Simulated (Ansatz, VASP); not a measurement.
## TiO2: VASP beside Ansatz

```
Ti O
1.0
     4.56897    0.00000    0.00000
     0.00000    4.56897    0.00000
     0.00000    0.00000    2.93935
Ti O
2 4
Direct
  0.00000 0.00000 0.50000
  0.50000 0.50000 0.00000
  0.30432 0.30432 0.50000
  0.19568 0.80432 0.00000
  0.80432 0.19568 0.00000
  0.69568 0.69568 0.50000
```

Alike in both runs: task single point; functional BLYP; k mesh 6 × 6 × 9; occupations fermi-dirac, width 0.05 eV; no spin polarisation.

|  | VASP | Ansatz |
| --- | --- | --- |
| version | VASP 6.6.1 | Ansatz 0.2.0 |
| potentials or method | VASP PAW PBE potentials, release 64 (Ti_sv, O) | Ansatz PAW |
| plane-wave cutoff (eV) | 520 | 420 |
| valence electrons in the cell | 48 | 48 |

```csv
,VASP,Ansatz,Ansatz less VASP
gap on the k mesh at the Fermi level (eV),1.88,1.91,+0.030
least direct gap on the mesh (eV),1.88,1.91,+0.030
pressure (GPa),16.5,15.3,-1.15
"traceless stress, the component that is largest in VASP (GPa)",1.36,1.01,-0.347
rms of the force components (eV/Å),0.095,0.078,-0.0172
```

VASP's potentials were made for PBE, not for BLYP. Atom by atom the forces differ by 0.017 eV/Å (rms over components).

Noted on Ansatz's run: odd divisions of the mesh miss points on the zone boundary, where band edges often lie, so the gap on the mesh can be too wide.
